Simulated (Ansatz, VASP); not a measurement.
# One calculation of TaN, two programs

The input INCAR:

```
SYSTEM = TaN
PREC = Accurate
ENCUT = 520
EDIFF = 1E-8
ISMEAR = -1
SIGMA = 0.01
LREAL = .FALSE.
LASPH = .TRUE.
NELM = 120
ALGO = Normal
ISIF = 2
LWAVE = .FALSE.
LCHARG = .FALSE.
GGA = PS
LEFG = .TRUE.
NBANDS = 24
GGA_COMPAT = .FALSE.
```

Contents of KPOINTS:

```
Automatic mesh
0
G
  9 9 5
  0 0 0
```

Contents of POSCAR:

```
TaN
1.0
    3.0500010905      0.0000000000      0.0000000000
   -1.5250005453      2.6413784260      0.0000000000
    0.0000000000      0.0000000000      4.9400000000
Ta N
2 2
Direct
    0.3333333333      0.6666666667      0.0000000000
    0.6666666667      0.3333333333      0.5000000000
    0.3333333333      0.6666666667      0.3850000000
    0.6666666667      0.3333333333      0.8850000000
```

Input for Ansatz:

```yaml
crystal:
  lattice:
    - [3.0500010905, 0.0, 0.0]
    - [-1.5250005453, 2.641378426, 0.0]
    - [0.0, 0.0, 4.94]
  atoms:
    - { symbol: Ta, position: [0.3333333333, 0.6666666667, 0.0] }
    - { symbol: Ta, position: [0.6666666667, 0.3333333333, 0.5] }
    - { symbol: "N", position: [0.3333333333, 0.6666666667, 0.385] }
    - { symbol: "N", position: [0.6666666667, 0.3333333333, 0.885] }
kpoints:
  mp_grid: { grid: [9, 9, 5] }
  band_path:
    path:
      - [0.0, 0.0, 0.0]
      - [0.5, 0.0, 0.0]
      - [0.3333333333, 0.3333333333, 0.0]
      - [0.0, 0.0, 0.0]
      - [0.0, 0.0, 0.5]
      - [0.5, 0.0, 0.5]
      - [0.3333333333, 0.3333333333, 0.5]
      - [0.0, 0.0, 0.5]
      - [0.5, 0.0, 0.5]
    npoints: 8
scf:
  occupations: { method: fermi_dirac, width: 0.01 }
hamiltonian:
  xc: pbesol
  pseudopotentials: { kind: all_electron, datasets: crystal }
output:
  forces: true
  stress: true
  eigenvalues: true
  efg: { contact_densities: true }
```

Alike in both runs: task electric field gradients; functional PBEsol; k mesh 9 × 9 × 5; occupations fermi-dirac, width 0.01 eV; no spin polarisation.

|  | VASP | Ansatz |
| --- | --- | --- |
| version | VASP 6.6.1 | Ansatz 0.2.0 |
| potentials or method | VASP PAW PBE potentials, release 64 (Ta_pv, N), cutoff 520 eV | all-electron PAW with datasets made for the crystal, scalar-relativistic |

|  | VASP | Ansatz | Ansatz less VASP |
| --- | --- | --- | --- |
| rms of the force components (eV/Å) | 1.339 | 1.308 | -0.0306 |
| size of Vzz on the site where it differs most (V/Å²) | 122.1 | 117.8 | -4.33 |

VASP's potentials were made for PBE, not for PBEsol. Atom by atom the forces differ by 0.031 eV/Å (rms over components). Ansatz ran all-electron here, and VASP with PAW potentials.

Spin-orbit coupling is off throughout.
